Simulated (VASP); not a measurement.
Pt, 4 atoms in the cell. Symmetry: P6_3/mmc, No. 194, hexagonal system. The conventional cell has a = 2.765 Å, b = 2.765 Å, c = 9.281 Å, α = 90.00°, β = 90.00°, γ = 120.00°. Within 3.6 Å of Pt (site symmetry -3m) lie 12 Pt at 2.76 to 2.82 Å. Pt (site symmetry -6m2) has 12 Pt at 2.76 to 2.82 Å within 3.6 Å. This isn't the form of Pt at room conditions, which is fcc.

| Quantity | Value |
| --- | --- |
| Program | VASP 6.6.1 |
| Task | single point |
| Functional | r2SCAN |
| Potentials or basis | VASP PAW PBE potentials, release 64 (Pt) |
| Cutoff | 550 eV |
| k mesh | 15 × 15 × 4 |
| Occupations | fermi-dirac, width 0.1 eV |
| Spin | no spin polarisation |
| Dipole correction | no |
| Further INCAR settings | ALGO = Normal; EDIFF = 1e-06; NBANDS = 28 |

Potentials or basis: VASP PAW PBE potentials, release 64 (Pt).

The run is started by

```sh
$ cat potpaw_PBE.64/Pt/POTCAR > POTCAR
$ cp INCAR.step1 INCAR
$ mpirun -np 1 vasp_std > vasp.out
$ cp INCAR.step2 INCAR
$ mpirun -np 1 vasp_std > vasp.out
```

Hardware: 1 thread of Intel Xeon 8259CL, on a shared host.

Task: How long does it take, and how much memory?

Result: It took 14 min on 1 thread of Intel Xeon 8259CL, with other jobs on the host, peak memory 0.27 GiB. Counts: k points 81.
